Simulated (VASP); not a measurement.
A run of VASP 6.6.1:

INCAR

```
SYSTEM = Hf
PREC = Accurate
ENCUT = 520
EDIFF = 1E-7
ISMEAR = 0
SIGMA = 0.15
LREAL = .False.
LASPH = .True.
NELM = 100
ALGO = Fast
ISIF = 2
LWAVE = .False.
LCHARG = .True.
LELF = .True.
LVHAR = .True.
NBANDS = 11
```

Contents of KPOINTS:

```
regular mesh
0
Gamma
  20 20 20
  0 0 0
```

The input POSCAR:

```
Hf
1.0
    0.0000000000      2.6100845820      1.6422652190
    2.6100845820      0.0000000000      1.6422652190
    2.6100845820      2.6100845820      0.0000000000
Hf
1
Direct
    0.0000000000      0.0000000000      0.0000000000
```

Potentials or basis: VASP PAW LDA potentials, release 64 (Hf_pv).

Command:

```console
$ cat potpaw_LDA.64/Hf_pv/POTCAR > POTCAR
$ mpirun -np 1 vasp_std > vasp.out
```

Hardware: 1 thread of Intel(R) Xeon(R) Platinum 8259CL CPU @ 2.50GHz (Skylake/Cascade Lake), with other jobs on the host.

Task: How long does it take, and how much memory?

Result: Wall time 2.8 min on 1 thread of Intel(R) Xeon(R) Platinum 8259CL CPU @ 2.50GHz (Skylake/Cascade Lake), with other jobs on the host, peak memory 0.26 GiB. Counts: scf iterations 14, k points 641.
